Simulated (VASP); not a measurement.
Write the native input for VASP 6.6.1 that does the following.

```yaml
Task: single point
Functional: PBE
Potentials_or_basis: VASP PAW PBE potentials, release 64 (Cd, Cl)
Cutoff: 520 eV
k_mesh: 8 × 8 × 8
Occupations: gaussian, width 0.1 eV
Spin: no spin polarisation
Dipole_correction: no
Further_INCAR_settings: ALGO = Normal; EDIFF = 1e-07; NBANDS = 30
```

The structure of Cd2Cl3 lies in POSCAR:

```
Cd2Cl3
1.0
    5.1936465387      0.0000000000      0.0000000000
    0.0000000000      5.1936465387      0.0000000000
    0.0000000000      0.0000000000      5.1936465387
Cd Cl
2 3
Direct
    0.0000000000      0.0000000000      0.0000000000
    0.5000000000      0.5000000000      0.5000000000
    0.5000000000      0.0000000000      0.0000000000
    0.0000000000      0.5000000000      0.0000000000
    0.0000000000      0.0000000000      0.5000000000
```

The cell was built from a structure type or drawn by symmetry, and may not be a known phase.

One way to write it, as run:

INCAR

```
SYSTEM = Cd2Cl3
PREC = Accurate ; ENCUT = 520
EDIFF = 1E-7 ; ISMEAR = 0
SIGMA = 0.1 ; LREAL = .FALSE.
LASPH = .TRUE. ; NELM = 100
ALGO = Normal ; ISIF = 2
LWAVE = .FALSE. ; LCHARG = .FALSE.
GGA = PE ; NBANDS = 30
```

KPOINTS

```
Automatic mesh
0
G
  8 8 8
  0 0 0
```

Potentials or basis: VASP PAW PBE potentials, release 64 (Cd, Cl).

Launch:

```console
$ cat potpaw_PBE.64/Cd/POTCAR potpaw_PBE.64/Cl/POTCAR > POTCAR
$ mpirun -np 1 vasp_std > vasp.out
```

It gave:

```json
{"Pressure": "0.2 GPa", "Band gap on the k mesh": "zero (an odd number of electrons rules out a gap without spin polarisation)"}
```

Caveat: an odd number of electrons without spin polarisation forces a metal; a magnetic or distorted state may lie lower.

Wall time 80 s on 1 thread of AMD EPYC 9R45 96-Core Processor (Zen 5), on a shared host, peak memory 0.26 GiB.
